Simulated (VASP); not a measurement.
# Ba (Im-3m) in VASP: single point with PBEsol

Aim: the single point of Ba with PBEsol.

Everything below comes from runs of VASP 6.6.1. Logs are shortened: lines on timing, memory, paths and dates and some standing lists are left out, and cuts for length are marked.

## 1. The cell of the first run

The structure is cubic, space group Im-3m (No. 229). Conventional cell: a = 4.887 Å, b = 4.887 Å, c = 4.887 Å, α = 90.00°, β = 90.00°, γ = 90.00°. Ba (site symmetry m-3m) has 14 Ba at 4.23 to 4.89 Å within 5.6 Å.

## 2. Single point, PBEsol

The input, INCAR:

```
ALGO = Normal
EDIFF = 1E-6
ENCUT = 520
GGA = PS
ISIF = 2
ISMEAR = -1
LASPH = T
LCHARG = T
LELF = T
LREAL = F
LVHAR = T
LWAVE = F
NBANDS = 11
NELM = 60
PREC = Accurate
SIGMA = 0.13605693000000002
```

The input, KPOINTS:

```
k-points
0
Gamma
  10 10 10
```

The input, POSCAR:

```
Ba
1.0
   -2.4435063358      2.4435063358      2.4435063358
    2.4435063358     -2.4435063358      2.4435063358
    2.4435063358      2.4435063358     -2.4435063358
Ba
1
Direct
    0.0000000000      0.0000000000      0.0000000000
```

Potentials or basis: VASP PAW PBE potentials, release 64 (Ba_sv).

Launch:

```
> cat potpaw_PBE.64/Ba_sv/POTCAR > POTCAR
> mpirun -np 1 vasp_std > vasp.out
```

OUTCAR:

```text
EDIFF = 1E-6
   ENCUT = 520
   GGA = PS
   ISIF = 2
   ISMEAR = -1
   LASPH = T
   LREAL = F
   NELM = 60
   PREC = Accurate

 ion  position               nearest neighbor table
   1  0.000  0.000  0.000-

  LATTYP: Found a body centered cubic cell.
 ALAT       =     4.8870126716

  Lattice vectors:

 A1 = (  -2.4435063358,   2.4435063358,   2.4435063358)
 A2 = (   2.4435063358,  -2.4435063358,   2.4435063358)
 A3 = (   2.4435063358,   2.4435063358,  -2.4435063358)

Analysis of symmetry for initial positions (statically):
=====================================================================
 Subroutine PRICEL returns:
 Original cell was already a primitive cell.

 Routine SETGRP: Setting up the symmetry group for a
 body centered cubic supercell.

 Subroutine GETGRP returns: Found 48 space group operations
 (whereof 48 operations were pure point group operations)
 out of a pool of 48 trial point group operations.

The static configuration has the point symmetry O_h .

Analysis of symmetry for dynamics (positions and initial velocities):
=====================================================================
 Subroutine PRICEL returns:
 Original cell was already a primitive cell.

 Routine SETGRP: Setting up the symmetry group for a
 body centered cubic supercell.

 Subroutine GETGRP returns: Found 48 space group operations
 (whereof 48 operations were pure point group operations)
 out of a pool of 48 trial point group operations.

The dynamic configuration has the point symmetry O_h .

 Subroutine INISYM returns: Found 48 space group operations
 (whereof 48 operations are pure point group operations),
 and found     1 'primitive' translations

----------------------------------------------------------------------------------------

                                     Primitive cell

  volume of cell :      58.3580

  direct lattice vectors                    reciprocal lattice vectors
    -2.443506336  2.443506336  2.443506336     0.000000000  0.204623983  0.204623983
     2.443506336 -2.443506336  2.443506336     0.204623983  0.000000000  0.204623983
     2.443506336  2.443506336 -2.443506336     0.204623983  0.204623983  0.000000000

  length of vectors
     4.232277122  4.232277122  4.232277122     0.289382013  0.289382013  0.289382013

  position of ions in fractional coordinates (direct lattice)
     0.000000000  0.000000000  0.000000000

  ion indices of the primitive-cell ions
   primitive index   ion index
                 1           1

----------------------------------------------------------------------------------------

 KPOINTS: k-points

Automatic generation of k-mesh.
 Grid dimensions read from file:
 generate k-points for:   10   10   10

 Generating k-lattice:

  Cartesian coordinates                     Fractional coordinates (reciprocal lattice)
     0.000000000  0.020462398  0.020462398     0.100000000  0.000000000  0.000000000
     0.020462398  0.000000000  0.020462398     0.000000000  0.100000000  0.000000000
     0.020462398  0.020462398  0.000000000     0.000000000  0.000000000  0.100000000

  Length of vectors
     0.028938201  0.028938201  0.028938201

  Shift w.r.t. Gamma in fractional coordinates (k-lattice)
     0.000000000  0.000000000  0.000000000

 Subroutine IBZKPT returns following result:
 ===========================================

 Found     47 irreducible k-points:

 Following reciprocal coordinates:
            Coordinates               Weight
  0.000000  0.000000  0.000000      1.000000
  0.100000  0.000000  0.000000     12.000000
  0.200000  0.000000  0.000000     12.000000
  0.300000  0.000000  0.000000     12.000000
  0.400000  0.000000  0.000000     12.000000
  0.500000  0.000000  0.000000      6.000000
[... 16 lines left out ...]
  0.300000  0.300000  0.100000      8.000000
 -0.300000  0.300000  0.100000     24.000000
 [... further k-points ...]
   k-points           NKPTS =     47   k-points in BZ     NKDIM =     47   number of bands    NBANDS=     11
   number of dos      NEDOS =    301   number of ions     NIONS =      1
   total plane-waves  NPLWV =  32768
   dimension x,y,z NGX =    32 NGY =   32 NGZ =   32
   dimension x,y,z NGXF=    64 NGYF=   64 NGZF=   64
   ions per type =               1
   NGX,Y,Z   is equivalent  to a cutoff of  12.57, 12.57, 12.57 a.u.
   NGXF,Y,Z  is equivalent  to a cutoff of  25.14, 25.14, 25.14 a.u.
 SYSTEM =  unknown system
   PREC   = accura    normal or accurate (medium, high low for compatibility)
   ISTART =      0    job   : 0-new  1-cont  2-samecut
   ICHARG =      2    charge: 1-file 2-atom 10-const
   ISPIN  =      1    spin polarized calculation?
   LNONCOLLINEAR =      F non collinear calculations
   LSORBIT =      F    spin-orbit coupling
   LASPH  =      T    aspherical Exc in radial PAW
   ENCUT  =  520.0 eV  38.22 Ry    6.18 a.u.   7.87  7.87  7.87*2*pi/ulx,y,z
   NELM   =     60;   NELMIN=  2; NELMDL= -5     # of ELM steps
   EDIFF  = 0.1E-05   stopping-criterion for ELM
   LREAL  =      F    real-space projection
   EDIFFG = 0.1E-04   stopping-criterion for IOM
   NSW    =      0    number of steps for IOM
   IBRION =     -1    ionic relax: 0-MD 1-quasi-New 2-CG
   NFREE  =      0    steps in history (QN), initial steepest desc. (CG)
   ISIF   =      2    stress and relaxation
   ISYM   =      2    0-nonsym 1-usesym 2-fastsym
   POTIM  = 0.5000    time-step for ionic-motion
   TEBEG  =    0.0;   TEEND  =   0.0 temperature during run
   PSTRESS=    0.0 pullay stress
   NELECT =      10.0000    total number of electrons
   NUPDOWN=      -1.0000    fix difference up-down
   EMIN   =  10.00;   EMAX   =-10.00  energy-range for DOS
   EFERMI =   0.00;   METHOD = LEGACY
   ISMEAR =    -1;   SIGMA  =   0.14  broadening in eV -4-tet -1-fermi 0-gaus
   EFERMI_NEDOS =   21; number of points for ismear=-14 and -15
   IALGO  =     38    algorithm
   IMIX   =      4    mixing-type and parameters
     AMIX     =   0.40;   BMIX     =  1.00
     AMIX_MAG =   1.60;   BMIX_MAG =  1.00
  volume/ion in A,a.u.               =      58.36       393.82
  Fermi-wavevector in a.u.,A,eV,Ry     =   0.909302  1.718331 11.249701  0.826830
  Thomas-Fermi vector in A             =   2.033330
   LORBIT       =      0    0 simple, 1 ext, 2 COOP (PROOUT), +10 PAW based schemes
   GGA     = PS    functional components
   LHFCALC =     F    Hartree Fock is set to
   AEXX    =    0.0000 exact exchange contribution
   IVDW    =     0    specifies the selected vdW correction
   LEPSILON=     F    determine dielectric tensor
   LRPA    =     F    only Hartree local field effects (RPA)
 non-spin polarized calculation
  energy-cutoff  :      520.00
  volume of cell :       58.36
 maximum number of plane-waves:      1585
   NGX = 15   NGY = 15   NGZ = 15

 number of electron      10.0000001 magnetization

 Free energy of the ion-electron system (eV)
  ---------------------------------------------------
  ext. energy  EPLUGINS =         0.00000000
  ---------------------------------------------------
  free energy    TOTEN  =        -2.18765964 eV

  energy without entropy =       -2.10318154  energy(sigma->0) =       -2.14542059

 E-fermi :   1.8142     XC(G=0):  -7.7584

 val. band max:        1.8000356065   @ k =  -0.4000  -0.4000   0.1000
 cond. band min:       1.8318052104   @ k =  -0.4000  -0.4000   0.2000
 fundamental gap:      0.0317696039
 Fermi energy:         1.8141550555

 k-point     1 :       0.0000    0.0000    0.0000
  band No.  band energies     occupation
      1     -26.9327      2.00000
      2     -11.8144      2.00000
      3     -11.8144      2.00000
      4     -11.8144      2.00000
      5      -1.0095      2.00000
      6       3.6910      0.00000
      7       3.6910      0.00000
      8       3.6910      0.00000
      9       5.2345      0.00000
     10       5.2345      0.00000
     11       8.9547      0.00000

 k-point     2 :       0.1000    0.0000    0.0000
  band No.  band energies     occupation
      1     -26.9269      2.00000
      2     -11.8762      2.00000
      3     -11.8330      2.00000
      4     -11.8148      2.00000
      5      -0.8047      2.00000
      6       3.5258      0.00001
      7       3.5967      0.00000
      8       3.9010      0.00000
      9       4.9824      0.00000
     10       5.2191      0.00000
     11       9.1884      0.00000

 k-point     3 :       0.2000    0.0000    0.0000
  band No.  band energies     occupation
      1     -26.9117      2.00000
      2     -12.0324      2.00000
      3     -11.8811      2.00000
      4     -11.8161      2.00000
      5      -0.2593      2.00000
      6       3.1604      0.00010
      7       3.2157      0.00007
      8       4.5154      0.00000
      9       4.8754      0.00000
     10       5.2361      0.00000
     11       9.5430      0.00000

 k-point     4 :       0.3000    0.0000    0.0000
  band No.  band energies     occupation
      1     -26.8928      2.00000
      2     -12.2154      2.00000
      3     -11.9394      2.00000
      4     -11.8178      2.00000
      5       0.3936      1.99994
      6       2.7947      0.00148
      7       2.8745      0.00082
      8       5.0935      0.00000
      9       5.3800      0.00000
     10       5.4834      0.00000
     11       9.0103      0.00000
[... 239 lines left out ...]
 k-point    22 :      -0.2000    0.2000    0.1000
  band No.  band energies     occupation
      1     -26.9065      2.00000
      2     -12.0336      2.00000
      3     -11.9009      2.00000
      4     -11.8627      2.00000
      5      -0.0760      2.00000
      6       3.2532      0.00005
      7       3.3244      0.00003
      8       4.1425      0.00000
      9       4.4345      0.00000
     10       5.7229      0.00000
     11       9.8231      0.00000

 k-point    23 :       0.3000    0.3000    0.1000
  band No.  band energies     occupation
      1     -26.8670      2.00000
      2     -12.1946      2.00000
      3     -12.1946      2.00000
      4     -11.9440      2.00000
      5       1.9512      0.53512
      6       2.4725      0.01571
      7       2.4725      0.01571
      8       5.8024      0.00000
      9       5.8024      0.00000
     10       6.4489      0.00000
     11       8.8722      0.00000

 k-point    24 :      -0.3000    0.3000    0.1000
  band No.  band energies     occupation
      1     -26.8881      2.00000
      2     -12.2069      2.00000
      3     -11.9601      2.00000
      4     -11.8622      2.00000
      5       0.5689      1.99979
      6       2.7787      0.00167
      7       2.9855      0.00036
      8       4.4213      0.00000
      9       5.3981      0.00000
     10       5.8186      0.00000
     11       8.8936      0.00000

 [... further k-points ...]
[... 5 lines left out ...]
  --------------------------------------------------------------------------------------
  -------------------------------------------------------------------------------------
  Total        0.0328860      0.0328860      0.0328860      0.0000000      0.0000000      0.0000000
  in kB        0.9028604      0.9028604      0.9028604      0.0000000      0.0000000      0.0000000
  external PRESSURE =       0.9028604 kB  Pullay stress =       0.0000000 kB

 VOLUME and BASIS-vectors are now :
 -----------------------------------------------------------------------------
  energy-cutoff  :      520.00
  volume of cell :       58.36
      direct lattice vectors                 reciprocal lattice vectors
    -2.443506336  2.443506336  2.443506336     0.000000000  0.204623983  0.204623983
     2.443506336 -2.443506336  2.443506336     0.204623983  0.000000000  0.204623983
     2.443506336  2.443506336 -2.443506336     0.204623983  0.204623983  0.000000000

 POSITION                                       TOTAL-FORCE (eV/Angst)
 -----------------------------------------------------------------------------------
      0.00000      0.00000      0.00000         0.000000      0.000000      0.000000
 -----------------------------------------------------------------------------------
    total drift:                                0.000000     -0.000000     -0.000000

  FREE ENERGIE OF THE ION-ELECTRON SYSTEM (eV)
  ---------------------------------------------------
  free  energy   TOTEN  =        -2.1876596406 eV

  energy  without entropy=       -2.1031815429  energy(sigma->0) =       -2.14542059
```

It took 18 s on 1 thread of Intel Xeon Platinum 8375C at 2.90GHz (Ice Lake), shared host; peak memory 0.18 GiB.

What came out:

| Property | Result |
| --- | --- |
| Free energy | -2.1877 eV |
| Pressure | 0.1 GPa |
| Band gap on the k mesh | zero (band 5 reaches 2.17 eV, above the bottom of band 6 at 1.14 eV) |

Levels at points of the mesh, in eV from the Fermi level:
| k point | band 2 | band 3 | band 4 | band 5 | band 6 | band 7 | band 8 | band 9 |
| --- | --- | --- | --- | --- | --- | --- | --- | --- |
| (0.00, 0.00, 0.00) | -13.63 | -13.63 | -13.63 | -2.82 | 1.88 | 1.88 | 1.88 | 3.42 |
| (0.50, 0.00, 0.00) | -14.22 | -13.82 | -13.63 | -0.98 | 0.64 | 1.49 | 3.41 | 4.04 |
| (0.50, 0.50, 0.50) | -14.04 | -14.04 | -14.04 | -0.67 | -0.67 | 4.71 | 4.71 | 4.71 |

Caveat: the PAW data sets were made with another functional, which shifts forces and pressure a little; spin-orbit coupling is left out, which moves the levels of the heavy elements.
